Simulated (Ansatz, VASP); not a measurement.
**Ca in VASP and in Ansatz**

INCAR

```
SYSTEM = Ca
  PREC = Accurate
  ENCUT = 600
  EDIFF = 1E-6
  ISMEAR = 0
  SIGMA = 0.1
  LREAL = .False.
  LASPH = .True.
  NELM = 60
  ALGO = Normal
  ISIF = 3
  LWAVE = .False.
  LCHARG = .False.
  GGA = PE
  IBRION = 2
  NSW = 90
  EDIFFG = -0.04
```

KPOINTS

```
regular mesh
0
Gamma
  6 6 4
  0 0 0
```

POSCAR

```
Ca
1.0
    1.9386938950     -3.3166497490      0.0000000000
    1.9386938950      3.3166497490      0.0000000000
    0.0000000000      0.0000000000      6.5625772368
Ca
2
Direct
    0.3312969800      0.6687030200      0.2500000000
    0.6687030200      0.3312969800      0.7500000000
```

Input for Ansatz:

```yaml
crystal:
  lattice:
    - [1.938693895, -3.316649749, 0.0]
    - [1.938693895, 3.316649749, 0.0]
    - [0.0, 0.0, 6.5625772368]
  atoms:
    - { symbol: Ca, position: [0.33129698, 0.66870302, 0.25] }
    - { symbol: Ca, position: [0.66870302, 0.33129698, 0.75] }
basis:
  ecutwfc: 420
kpoints:
  mp_grid: { grid: [6, 6, 4] }
hamiltonian:
  xc: pbe
scf:
  occupations: { method: gaussian, width: 0.1 }
  lower_state_search: "off"
output:
  forces: true
  stress: true
  eigenvalues: true
relax:
  adjacent_minimum: "off"
  f_tol: 0.04
  max_steps: 70
  cell: { stress_tol: 0.4 }
```

Alike in both runs: task relaxation of cell and atoms; functional PBE; k mesh 6 × 6 × 4; occupations gaussian, width 0.1 eV; no spin polarisation.

```csv
,VASP,Ansatz
version,VASP 6.6.1,Ansatz 0.2.0
potentials or method,"VASP PAW PBE potentials, release 64 (Ca_sv), cutoff 600 eV","scalar-relativistic, plane waves, PAW"
valence electrons in the cell,20,20
```

|  | VASP | Ansatz | Ansatz less VASP |
| --- | --- | --- | --- |
| gap on the k mesh at the Fermi level, each at its own relaxed structure (eV) | none | none | - |
| relaxed volume (Å³/atom) | 42.43 | 42.20 | -0.238 |
| relaxed length of the cell vector where the two differ most in proportion (Å) | 6.497 | 6.563 | +0.0654 |

A gap of «none» marks a metal or a gap that the smearing closes.
